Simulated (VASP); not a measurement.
# SiC (P6_3mc) in VASP: a series of runs

Runs on SiC. Level: PBE. Tasks: single point.

Everything below comes from runs of VASP 6.6.1. Logs are shortened: lines on timing, memory, paths and dates and some standing lists are left out, and cuts for length are marked.

## (1) The cell of the first run

Symmetry: P6_3mc, No. 186, hexagonal system. Conventional cell: a = 2.968 Å, b = 2.968 Å, c = 4.871 Å, α = 90.00°, β = 90.00°, γ = 120.00°. Within 2.4 Å of Si (site symmetry 3m) lie 4 C at 1.82 to 1.83 Å. Within 2.4 Å of C (site symmetry 3m) lie 4 Si at 1.82 to 1.83 Å.

## (2) Single point, PBE (strain -0.040 along x and y, -0.040 along z)

The input, INCAR:

```
ALGO = Normal
EDIFF = 1E-6
ENCUT = 520
GGA = PE
ISIF = 2
ISMEAR = 0
LASPH = T
LCHARG = F
LREAL = F
LWAVE = F
NBANDS = 16
NELM = 80
PREC = Accurate
SIGMA = 0.05
```

The input, KPOINTS:

```
k-points
0
Gamma
  12 12 6
```

The input, POSCAR:

```
SiC
1.0
    2.9680957510      0.0000000000      0.0000000000
   -1.4840478755      2.5704463213      0.0000000000
    0.0000000000      0.0000000000      4.8710603303
Si C
2 2
Direct
    0.3333333333      0.6666666667      0.0045635313
    0.6666666667      0.3333333333      0.5045635313
    0.3333333333      0.6666666667      0.3804364687
    0.6666666667      0.3333333333      0.8804364687
```

Potentials or basis: VASP PAW PBE potentials, release 64 (Si, C).

Started as:

```console
cat potpaw_PBE.64/Si/POTCAR potpaw_PBE.64/C/POTCAR > POTCAR
mpirun -np 1 vasp_std > vasp.out
```

OUTCAR:

```text
EDIFF = 1E-6
   ENCUT = 520
   GGA = PE
   ISIF = 2
   ISMEAR = 0
   LASPH = T
   LREAL = F
   NELM = 80
   PREC = Accurate

 ion  position               nearest neighbor table
   1  0.333  0.667  0.005-   4 1.82   4 1.82   4 1.82   3 1.83   2 2.98   2 2.98   2 2.98   2 2.98
                             2 2.98   2 2.98
   2  0.667  0.333  0.505-   3 1.82   3 1.82   3 1.82   4 1.83   1 2.98   1 2.98   1 2.98   1 2.98
                             1 2.98   1 2.98
   3  0.333  0.667  0.380-   2 1.82   2 1.82   2 1.82   1 1.83
   4  0.667  0.333  0.880-   1 1.82   1 1.82   1 1.82   2 1.83

  LATTYP: Found a hexagonal cell.
 ALAT       =     2.9680957510
 C/A-ratio  =     1.6411398887

  Lattice vectors:

 A1 = (   2.9680957510,   0.0000000000,   0.0000000000)
 A2 = (  -1.4840478755,   2.5704463213,   0.0000000000)
 A3 = (   0.0000000000,   0.0000000000,   4.8710603303)

Analysis of symmetry for initial positions (statically):
=====================================================================
 Subroutine PRICEL returns:
 Original cell was already a primitive cell.

 Routine SETGRP: Setting up the symmetry group for a
 hexagonal supercell.

 Subroutine GETGRP returns: Found 12 space group operations
 (whereof  6 operations were pure point group operations)
 out of a pool of 24 trial point group operations.

The static configuration has the point symmetry C_3v.
 The point group associated with its full space group is C_6v.

Analysis of symmetry for dynamics (positions and initial velocities):
=====================================================================
 Subroutine PRICEL returns:
 Original cell was already a primitive cell.

 Routine SETGRP: Setting up the symmetry group for a
 hexagonal supercell.

 Subroutine GETGRP returns: Found 12 space group operations
 (whereof  6 operations were pure point group operations)
 out of a pool of 24 trial point group operations.

The dynamic configuration has the point symmetry C_3v.
 The point group associated with its full space group is C_6v.

 Subroutine INISYM returns: Found 12 space group operations
 (whereof  6 operations are pure point group operations),
 and found     1 'primitive' translations

[... 97 lines left out ...]
   NELM   =     80;   NELMIN=  2; NELMDL= -5     # of ELM steps
   EDIFF  = 0.1E-05   stopping-criterion for ELM
   LREAL  =      F    real-space projection
   EDIFFG = 0.1E-04   stopping-criterion for IOM
   NSW    =      0    number of steps for IOM
   IBRION =     -1    ionic relax: 0-MD 1-quasi-New 2-CG
   NFREE  =      0    steps in history (QN), initial steepest desc. (CG)
   ISIF   =      2    stress and relaxation
   ISYM   =      2    0-nonsym 1-usesym 2-fastsym
   POTIM  = 0.5000    time-step for ionic-motion
   TEBEG  =    0.0;   TEEND  =   0.0 temperature during run
   PSTRESS=    0.0 pullay stress
   NELECT =      16.0000    total number of electrons
   NUPDOWN=      -1.0000    fix difference up-down
   EMIN   =  10.00;   EMAX   =-10.00  energy-range for DOS
   EFERMI =   0.00;   METHOD = LEGACY
   ISMEAR =     0;   SIGMA  =   0.05  broadening in eV -4-tet -1-fermi 0-gaus
   EFERMI_NEDOS =   21; number of points for ismear=-14 and -15
   IALGO  =     38    algorithm
   IMIX   =      4    mixing-type and parameters
     AMIX     =   0.40;   BMIX     =  1.00
     AMIX_MAG =   1.60;   BMIX_MAG =  1.00
  volume/ion in A,a.u.               =       9.29        62.70
  Fermi-wavevector in a.u.,A,eV,Ry     =   1.236170  2.336022 20.791282  1.528116
  Thomas-Fermi vector in A             =   2.370789
   LORBIT       =      0    0 simple, 1 ext, 2 COOP (PROOUT), +10 PAW based schemes
   GGA     = PE    functional components
   LHFCALC =     F    Hartree Fock is set to
   AEXX    =    0.0000 exact exchange contribution
   IVDW    =     0    specifies the selected vdW correction
   LEPSILON=     F    determine dielectric tensor
   LRPA    =     F    only Hartree local field effects (RPA)
 non-spin polarized calculation
 Gauss-broadening in eV      SIGMA  =   0.05
  energy-cutoff  :      520.00
  volume of cell :       37.16
 maximum number of plane-waves:      1038
 NGX is ok and might be reduce to    24
   NGX = 11   NGY = 11   NGZ = 19

 number of electron      16.0000000 magnetization

 Free energy of the ion-electron system (eV)
  ---------------------------------------------------
  ext. energy  EPLUGINS =         0.00000000
  ---------------------------------------------------
  free energy    TOTEN  =       -29.65632971 eV

  energy without entropy =      -29.65632971  energy(sigma->0) =      -29.65632971

 E-fermi :   9.7982     XC(G=0): -11.8238

 val. band max:        9.5206300136   @ k =   0.0000   0.0000   0.0000
 cond. band min:      11.5955105753   @ k =   0.3333   0.3333   0.0000
 fundamental gap:      2.0748805616
 Fermi energy:         9.7982476066

 k-point     1 :       0.0000    0.0000    0.0000
  band No.  band energies     occupation
      1      -6.9286      2.00000
      2      -2.9450      2.00000
      3       0.1857      2.00000
      4       8.1584      2.00000
      5       8.1584      2.00000
      6       9.4077      2.00000
[... 433 lines left out ...]
      3       1.8694      2.00000
      4       3.4392      2.00000
      5       4.5754      2.00000
      6       6.4916      2.00000
[... 8 lines left out ...]
     15      21.8925      0.00000
     16      22.4895      0.00000

 [... further k-points ...]

------------------------ aborting loop because EDIFF is reached ----------------------------------------

  FORCE on cell =-STRESS in cart. coord.  units (eV):
  Direction    XX          YY          ZZ          XY          YZ          ZX
  --------------------------------------------------------------------------------------
  -------------------------------------------------------------------------------------
  Total        7.7442922      7.7442922      7.5311024      0.0000000      0.0000000      0.0000000
  in kB      333.8738125    333.8738125    324.6827220      0.0000000      0.0000000      0.0000000
  external PRESSURE =     330.8101157 kB  Pullay stress =       0.0000000 kB

 VOLUME and BASIS-vectors are now :
 -----------------------------------------------------------------------------
  energy-cutoff  :      520.00
  volume of cell :       37.16
      direct lattice vectors                 reciprocal lattice vectors
     2.968095751  0.000000000  0.000000000     0.336916354  0.194518748  0.000000000
    -1.484047875  2.570446321  0.000000000     0.000000000  0.389037496  0.000000000
     0.000000000  0.000000000  4.871060330     0.000000000  0.000000000  0.205294111

 POSITION                                       TOTAL-FORCE (eV/Angst)
 -----------------------------------------------------------------------------------
     -0.00000      1.71363      0.02223         0.000000     -0.000000      0.026568
      1.48405      0.85682      2.45776         0.000000     -0.000000      0.026568
     -0.00000      1.71363      1.85313         0.000000     -0.000000     -0.026568
      1.48405      0.85682      4.28866        -0.000000      0.000000     -0.026568
 -----------------------------------------------------------------------------------
    total drift:                               -0.000000      0.000000     -0.000180

  FREE ENERGIE OF THE ION-ELECTRON SYSTEM (eV)
  ---------------------------------------------------
  free  energy   TOTEN  =       -29.6563297127 eV

  energy  without entropy=      -29.6563297127  energy(sigma->0) =      -29.65632971
```

OSZICAR:

```text
N       E                     dE             d eps       ncg     rms          rms(c)
DAV:   1     0.260376868234E+02    0.26038E+02   -0.73231E+03  2432   0.907E+02
DAV:   2    -0.316275731013E+02   -0.57665E+02   -0.52517E+02  3424   0.164E+02
DAV:   3    -0.340180885811E+02   -0.23905E+01   -0.23806E+01  3224   0.301E+01
DAV:   4    -0.340335901606E+02   -0.15502E-01   -0.15499E-01  2936   0.299E+00
DAV:   5    -0.340337221362E+02   -0.13198E-03   -0.13197E-03  3216   0.259E-01    0.142E+01
DAV:   6    -0.298268936085E+02    0.42068E+01   -0.70712E+00  3056   0.166E+01    0.663E+00
DAV:   7    -0.296766010130E+02    0.15029E+00   -0.13983E+00  3448   0.707E+00    0.272E+00
DAV:   8    -0.296578261301E+02    0.18775E-01   -0.57996E-02  2776   0.150E+00    0.709E-01
DAV:   9    -0.296560576701E+02    0.17685E-02   -0.77781E-03  3168   0.617E-01    0.115E-01
DAV:  10    -0.296563079837E+02   -0.25031E-03   -0.85268E-04  3024   0.173E-01    0.557E-02
DAV:  11    -0.296563289147E+02   -0.20931E-04   -0.66375E-05  2832   0.606E-02    0.137E-02
DAV:  12    -0.296563297127E+02   -0.79799E-06   -0.50102E-06  3200   0.139E-02
   1 F= -.29656330E+02 E0= -.29656330E+02  d E =-.266805E-17
```

stdout:

```text
POSCAR found type information on POSCAR SiC
 POSCAR found :  2 types and       4 ions
 scaLAPACK will be used
 LDA part: xc-table for (Slater+PW92), standard interpolation
 POSCAR, INCAR and KPOINTS ok, starting setup
 FFT: planning ... GRIDC
 FFT: planning ... GRID_SOFT
 FFT: planning ... GRID
 WAVECAR not read
 entering main loop
```

It took 29 s on 1 thread of Intel Xeon 6975P-C, shared host; peak memory 0.17 GiB.

Results:

```yaml
Free_energy: -29.6563 eV
Pressure: 33.1 GPa
Largest_force: 0.027 eV/Å
Band_gap_on_the_k_mesh: 2.07 eV, indirect (least direct gap 4.18 eV)
```

Forces on the atoms (eV/Å):
```
Si   0.000  0.000  0.027
Si   0.000  0.000  0.027
C    0.000  0.000 -0.027
C    0.000  0.000 -0.027
```

Caveat: the cell differs from its parent crystal (strain -0.040 along x and y, -0.040 along z).

## (3) Single point, PBE (strain -0.080 along x and y, +0.080 along z)

The input, INCAR:

```
SYSTEM = SiC
PREC     = Accurate       ! precision mode
ENCUT    = 520            ! plane-wave cutoff, eV
EDIFF    = 1E-6           ! SCF threshold, eV
ISMEAR   = 0              ! smearing method
SIGMA    = 0.05           ! smearing width, eV
LREAL    = .FALSE.        ! projectors in reciprocal space
LASPH    = .TRUE.         ! aspherical terms in the spheres
NELM     = 60             ! most SCF steps
ALGO     = Normal         ! electronic algorithm
ISIF     = 2              ! what is computed and relaxed
LWAVE    = .FALSE.        ! write WAVECAR
LCHARG   = .FALSE.        ! write CHGCAR
GGA      = PE             ! functional
NBANDS   = 16             ! bands
```

The input, KPOINTS:

```
Automatic mesh
0
G
  12 12 6
  0 0 0
```

The input, POSCAR:

```
SiC
1.0
    2.8444250947      0.0000000000      0.0000000000
   -1.4222125473      2.4633443912      0.0000000000
    0.0000000000      0.0000000000      5.4799428716
Si C
2 2
Direct
    0.3333333333      0.6666666667      0.0045635313
    0.6666666667      0.3333333333      0.5045635313
    0.3333333333      0.6666666667      0.3804364687
    0.6666666667      0.3333333333      0.8804364687
```

Potentials or basis: VASP PAW PBE potentials, release 64 (Si, C).

Started as:

```console
cat potpaw_PBE.64/Si/POTCAR potpaw_PBE.64/C/POTCAR > POTCAR
mpirun -np 1 vasp_std > vasp.out
```

It took 39 s on 1 thread of Intel Xeon 6975P-C, shared host; peak memory 0.18 GiB.

It converged, with:

```
Free energy            : -28.5676 eV
Pressure               : 31.7 GPa
Largest force          : 1.218 eV/Å
Band gap on the k mesh : 1.40 eV, indirect (least direct gap 2.52 eV)
```

Forces on the atoms (eV/Å):
```
Si   0.000  0.000  1.218
Si   0.000  0.000  1.218
C    0.000  0.000 -1.218
C    0.000  0.000 -1.218
```

Stress tensor (GPa, compression positive):
```
 64.02   0.00   0.00
  0.00  64.02   0.00
  0.00   0.00 -33.08
```

Levels at points of the mesh, in eV from the valence-band top:
| k point | band 5 | band 6 | band 7 | band 8 | band 9 | band 10 | band 11 | band 12 |
| --- | --- | --- | --- | --- | --- | --- | --- | --- |
| (0.00, 0.00, 0.00) | -0.67 | -0.67 | 0.00 | 0.00 | 2.52 | 7.72 | 8.31 | 8.31 |
| (0.50, 0.00, 0.00) | -5.67 | -3.67 | -2.94 | -1.65 | 2.96 | 3.73 | 6.39 | 7.63 |
| (0.00, 0.00, 0.50) | -0.35 | -0.35 | -0.35 | -0.35 | 6.97 | 6.97 | 8.78 | 8.78 |
| (0.50, 0.00, 0.50) | -3.30 | -3.30 | -2.37 | -2.37 | 2.12 | 2.12 | 5.28 | 5.28 |

Caveat: the cell differs from its parent crystal (strain -0.080 along x and y, +0.080 along z); forces of over 1 eV/Å act on the atoms, so gaps and moduli don't describe the material at rest. A k mesh can miss the band edges.
